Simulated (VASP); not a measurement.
# NaF (Villiaumite) (Fm-3m) in VASP: a series of runs

NaF (Villiaumite) is run at these levels: PBEsol; tasks: single point.

All numbers are computed with VASP 6.6.1; they aren't measurements. Logs are shortened: lines on timing, memory, paths and dates and some standing lists are left out, and cuts for length are marked.

## Step 1: The cell of the first run

The structure is cubic, space group Fm-3m (No. 225). The conventional cell has a = 4.183 Å, b = 4.183 Å, c = 4.183 Å, α = 90.00°, β = 90.00°, γ = 90.00°. Within 2.8 Å of Na (site symmetry m-3m) lie 6 F at 2.09 Å. Within 2.8 Å of F (site symmetry m-3m) lie 6 Na at 2.09 Å.

## Step 2: Single point, PBEsol

File INCAR:

```
SYSTEM = NaF
PREC = Accurate ; ENCUT = 600
EDIFF = 1E-6 ; ISMEAR = -1
SIGMA = 0.05 ; LREAL = .FALSE.
LASPH = .TRUE. ; NELM = 120
ALGO = Normal ; ISIF = 2
LWAVE = .FALSE. ; LCHARG = .FALSE.
GGA = PS ; NBANDS = 14
GGA_COMPAT = .FALSE.
```

File KPOINTS:

```
Automatic mesh
0
G
  10 10 10
  0 0 0
```

File POSCAR:

```
NaF
1.0
    0.0000000000      2.0916567378      2.0916567378
    2.0916567378      0.0000000000      2.0916567378
    2.0916567378      2.0916567378      0.0000000000
Na F
1 1
Direct
    0.0000000000      0.0000000000      0.0000000000
    0.5000000000      0.5000000000      0.5000000000
```

Potentials or basis: VASP PAW PBE potentials, release 64 (Na_pv, F).

Command:

```sh
$ cat potpaw_PBE.64/Na_pv/POTCAR potpaw_PBE.64/F/POTCAR > POTCAR
$ mpirun -np 1 vasp_std > vasp.out
```

OUTCAR:

```text
SYSTEM = NaF
   PREC = Accurate
   ENCUT = 600
   EDIFF = 1E-6
   ISMEAR = -1
   LREAL = .FALSE.
   LASPH = .TRUE.
   NELM = 120
   ISIF = 2
   GGA = PS

 ion  position               nearest neighbor table
   1  0.000  0.000  0.000-   2 2.09   2 2.09   2 2.09   2 2.09   2 2.09   2 2.09
   2  0.500  0.500  0.500-   1 2.09   1 2.09   1 2.09   1 2.09   1 2.09   1 2.09

  LATTYP: Found a face centered cubic cell.
 ALAT       =     4.1833134756

  Lattice vectors:

 A1 = (   0.0000000000,   2.0916567378,   2.0916567378)
 A2 = (   2.0916567378,   0.0000000000,   2.0916567378)
 A3 = (   2.0916567378,   2.0916567378,   0.0000000000)

Analysis of symmetry for initial positions (statically):
=====================================================================
 Subroutine PRICEL returns:
 Original cell was already a primitive cell.

 Routine SETGRP: Setting up the symmetry group for a
 face centered cubic supercell.

 Subroutine GETGRP returns: Found 48 space group operations
 (whereof 48 operations were pure point group operations)
 out of a pool of 48 trial point group operations.

The static configuration has the point symmetry O_h .

Analysis of symmetry for dynamics (positions and initial velocities):
=====================================================================
 Subroutine PRICEL returns:
 Original cell was already a primitive cell.

 Routine SETGRP: Setting up the symmetry group for a
 face centered cubic supercell.

 Subroutine GETGRP returns: Found 48 space group operations
 (whereof 48 operations were pure point group operations)
 out of a pool of 48 trial point group operations.

The dynamic configuration has the point symmetry O_h .

 Subroutine INISYM returns: Found 48 space group operations
 (whereof 48 operations are pure point group operations),
 and found     1 'primitive' translations

----------------------------------------------------------------------------------------

                                     Primitive cell

  volume of cell :      18.3021

  direct lattice vectors                    reciprocal lattice vectors
     0.000000000  2.091656738  2.091656738    -0.239044959  0.239044959  0.239044959
     2.091656738  0.000000000  2.091656738     0.239044959 -0.239044959  0.239044959
     2.091656738  2.091656738  0.000000000     0.239044959  0.239044959 -0.239044959

  length of vectors
     2.958049326  2.958049326  2.958049326     0.414038015  0.414038015  0.414038015

  position of ions in fractional coordinates (direct lattice)
[... 83 lines left out ...]
   IBRION =     -1    ionic relax: 0-MD 1-quasi-New 2-CG
   NFREE  =      0    steps in history (QN), initial steepest desc. (CG)
   ISIF   =      2    stress and relaxation
   ISYM   =      2    0-nonsym 1-usesym 2-fastsym
   POTIM  = 0.5000    time-step for ionic-motion
   TEBEG  =    0.0;   TEEND  =   0.0 temperature during run
   PSTRESS=    0.0 pullay stress
   NELECT =      14.0000    total number of electrons
   NUPDOWN=      -1.0000    fix difference up-down
   EMIN   =  10.00;   EMAX   =-10.00  energy-range for DOS
   EFERMI =   0.00;   METHOD = LEGACY
   ISMEAR =    -1;   SIGMA  =   0.05  broadening in eV -4-tet -1-fermi 0-gaus
   EFERMI_NEDOS =   21; number of points for ismear=-14 and -15
   IALGO  =     38    algorithm
   IMIX   =      4    mixing-type and parameters
     AMIX     =   0.40;   BMIX     =  1.00
     AMIX_MAG =   1.60;   BMIX_MAG =  1.00
  volume/ion in A,a.u.               =       9.15        61.75
  Fermi-wavevector in a.u.,A,eV,Ry     =   1.497214  2.829323 30.499480  2.241649
  Thomas-Fermi vector in A             =   2.609130
   LORBIT       =      0    0 simple, 1 ext, 2 COOP (PROOUT), +10 PAW based schemes
   GGA     = PS    functional components
   LHFCALC =     F    Hartree Fock is set to
   AEXX    =    0.0000 exact exchange contribution
   IVDW    =     0    specifies the selected vdW correction
   LEPSILON=     F    determine dielectric tensor
   LRPA    =     F    only Hartree local field effects (RPA)
 non-spin polarized calculation
  energy-cutoff  :      600.00
  volume of cell :       18.30
 maximum number of plane-waves:       620
   NGX = 11   NGY = 11   NGZ = 11

 number of electron      14.0000017 magnetization

 Free energy of the ion-electron system (eV)
  ---------------------------------------------------
  ext. energy  EPLUGINS =         0.00000000
  ---------------------------------------------------
  free energy    TOTEN  =        -8.29113930 eV

  energy without entropy =       -8.29113930  energy(sigma->0) =       -8.29113930

 E-fermi :   0.5756     XC(G=0): -10.9690

 val. band max:       -0.4925012554   @ k =   0.0000   0.0000   0.0000
 cond. band min:       7.6304699230   @ k =   0.0000   0.0000   0.0000
 fundamental gap:      8.1229711785
 Fermi energy:         0.5755572384

 k-point     1 :       0.0000    0.0000    0.0000
  band No.  band energies     occupation
      1     -20.2412      2.00000
      2     -18.4939      2.00000
      3     -18.4939      2.00000
      4     -18.4939      2.00000
      5      -0.4925      2.00000
      6      -0.4925      2.00000
      7      -0.4925      2.00000
      8       7.6305      0.00000
      9      20.4812      0.00000
     10      20.4812      0.00000
     11      20.4812      0.00000
     12      23.8792      0.00000
     13      26.6479      0.00000
     14      26.6479      0.00000
[... 377 lines left out ...]
      1     -20.2663      2.00000
      2     -18.6327      2.00000
      3     -18.6060      2.00000
      4     -18.2458      2.00000
      5      -2.2307      2.00000
      6      -1.0563      2.00000
      7      -0.9690      2.00000
      8      12.5945      0.00000
      9      14.3151      0.00000
     10      19.6151      0.00000
     11      22.8792      0.00000
     12      22.9580      0.00000
     13      30.0359      0.00000
     14      30.5043      0.00000

 [... further k-points ...]
[... 5 lines left out ...]
  --------------------------------------------------------------------------------------
  -------------------------------------------------------------------------------------
  Total        3.5036547      3.5036547      3.5036547     -0.0000000     -0.0000000     -0.0000000
  in kB      306.7119145    306.7119145    306.7119145     -0.0000000     -0.0000000     -0.0000000
  external PRESSURE =     306.7119145 kB  Pullay stress =       0.0000000 kB

 VOLUME and BASIS-vectors are now :
 -----------------------------------------------------------------------------
  energy-cutoff  :      600.00
  volume of cell :       18.30
      direct lattice vectors                 reciprocal lattice vectors
     0.000000000  2.091656738  2.091656738    -0.239044959  0.239044959  0.239044959
     2.091656738  0.000000000  2.091656738     0.239044959 -0.239044959  0.239044959
     2.091656738  2.091656738  0.000000000     0.239044959  0.239044959 -0.239044959

 POSITION                                       TOTAL-FORCE (eV/Angst)
 -----------------------------------------------------------------------------------
      0.00000      0.00000      0.00000        -0.000000     -0.000000     -0.000000
      2.09166      2.09166      2.09166         0.000000      0.000000      0.000000
 -----------------------------------------------------------------------------------
    total drift:                                0.000000     -0.000000      0.000000

  FREE ENERGIE OF THE ION-ELECTRON SYSTEM (eV)
  ---------------------------------------------------
  free  energy   TOTEN  =        -8.2911393000 eV

  energy  without entropy=       -8.2911393000  energy(sigma->0) =       -8.29113930
```

OSZICAR:

```text
N       E                     dE             d eps       ncg     rms          rms(c)
DAV:   1     0.111962059923E+03    0.11196E+03   -0.83567E+03  1322   0.148E+03
DAV:   2    -0.428660693616E+01   -0.11625E+03   -0.10882E+03  1376   0.368E+02
DAV:   3    -0.906823563413E+01   -0.47816E+01   -0.47725E+01  1676   0.678E+01
DAV:   4    -0.910041072973E+01   -0.32175E-01   -0.32174E-01  1472   0.585E+00
DAV:   5    -0.910065589749E+01   -0.24517E-03   -0.24517E-03  1592   0.513E-01    0.517E+00
DAV:   6    -0.830799740775E+01    0.79266E+00   -0.22158E+00  1728   0.179E+01    0.162E+00
DAV:   7    -0.829488890714E+01    0.13109E-01   -0.43426E-02  1402   0.250E+00    0.102E+00
DAV:   8    -0.829098963272E+01    0.38993E-02   -0.16677E-02  1424   0.239E+00    0.130E-01
DAV:   9    -0.829114740988E+01   -0.15778E-03   -0.26917E-03  1904   0.580E-01    0.679E-02
DAV:  10    -0.829113962930E+01    0.77806E-05   -0.29433E-04  1394   0.239E-01    0.139E-02
DAV:  11    -0.829113931717E+01    0.31213E-06   -0.13605E-05  1532   0.345E-02    0.307E-03
DAV:  12    -0.829113929999E+01    0.17176E-07   -0.15495E-07  1410   0.488E-03
   1 F= -.82911393E+01 E0= -.82911393E+01  d E =-.222245E-10
```

stdout:

```text
POSCAR found type information on POSCAR NaF
 POSCAR found :  2 types and       2 ions
 scaLAPACK will be used
 -----------------------------------------------------------------------------
|                                                                             |
|                                                                             |
|     You enforced a specific xc type in the INCAR file but a different       |
|     I HOPE YOU KNOW WHAT YOU ARE DOING!                                     |
|                                                                             |
 -----------------------------------------------------------------------------

 LDA part: xc-table for (Slater+PW92), standard interpolation
 POSCAR, INCAR and KPOINTS ok, starting setup
 FFT: planning ... GRIDC
 FFT: planning ... GRID_SOFT
 FFT: planning ... GRID
 WAVECAR not read
 entering main loop
```

It took 17 s on 1 thread of Intel Xeon 8259CL, shared host; peak memory 0.14 GiB.

What came out:

| Quantity | Value |
| --- | --- |
| Free energy | -8.2911 eV |
| Pressure | 30.7 GPa |
| Band gap on the k mesh | 8.12 eV, direct |

Caveat: the PAW data sets were made with another functional, which shifts forces and pressure a little. A k mesh can miss the band edges.

(Continued in part 2 of 2.)
